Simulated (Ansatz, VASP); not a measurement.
# ZrS2: VASP beside Ansatz

```
CELL_PARAMETERS angstrom
3.67440 0.00000 0.00000
-1.83720 3.18212 0.00000
0.00000 0.00000 5.73972
ATOMIC_POSITIONS crystal
Zr 0.00000 0.00000 0.00000
S 0.33333 0.66667 0.25060
S 0.66667 0.33333 0.74940
```

Change from the starting cell: uniaxial_z strain -2.0%.

Alike in both runs: task single point; functional HSE06; k mesh 6 × 6 × 4; no spin polarisation.

|  | VASP | Ansatz |
| --- | --- | --- |
| version | VASP 6.6.1 | Ansatz 0.2.0 |
| potentials or method | VASP PAW PBE potentials, release 64 (Zr_sv, S) | plane waves, PAW |
| plane-wave cutoff (eV) | 400 | 420 |
| occupations | gaussian, width 0.01 eV | fixed |
| valence electrons in the cell | 24 | 24 |

Ansatz gave:

```
gap on the k mesh at the Fermi level (eV)                     : 1.56
pressure (GPa)                                                : 0.5
traceless stress, the component that is largest in VASP (GPa) : 0.84
rms of the force components (eV/Å)                            : 0.089
```

Task: Estimate VASP's values.

Result: gap on the k mesh at the Fermi level (eV): 1.56; pressure (GPa): 0.4; traceless stress, the component that is largest in VASP (GPa): 0.88; rms of the force components (eV/Å): 0.087.

Atom by atom the forces differ by 0.002 eV/Å (rms over components). Ansatz's warnings: stress exchange threshold loose, stress scf threshold loose.
